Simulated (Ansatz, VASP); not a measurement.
**Two plane-wave programs on CdTe**

```xyz
2
Lattice="0.0000 3.2531 3.1088 3.2531 0.0000 3.1088 3.2531 3.2531 0.0000" Properties=species:S:1:pos:R:3 pbc="T T T"
Cd    0.0000    0.0000    0.0000
Te    4.8796    4.8796    4.6633
```

Change from the starting cell: strain +0.015 along x and y, -0.030 along z, atoms carried along.

Alike in both runs: task single point; functional PBE; k mesh 8 × 8 × 8; occupations gaussian, width 0.05 eV; no spin polarisation.

|  | VASP | Ansatz |
| --- | --- | --- |
| version | VASP 6.6.1 | Ansatz 0.2.0 |
| potentials or method | VASP PAW PBE potentials, release 64 (Cd, Te), cutoff 520 eV | scalar-relativistic, plane waves, PAW |
| valence electrons in the cell | 18 | 36 |

```csv
,VASP,Ansatz,Ansatz less VASP
gap on the k mesh at the Fermi level (eV),0.78,0.78,0.000
least direct gap on the mesh (eV),0.78,0.78,0.000
pressure (GPa),4.4,4.2,-0.15
"traceless stress, the component that is largest in VASP (GPa)",0.34,0.35,+0.003
```

With one functional, cell and mesh, what is left measures potentials, basis and numerics. VASP's potentials hold 18 valence electrons a cell and Ansatz's 36, so a difference there can come from the potentials and not from the codes.

Spin-orbit coupling is off throughout.
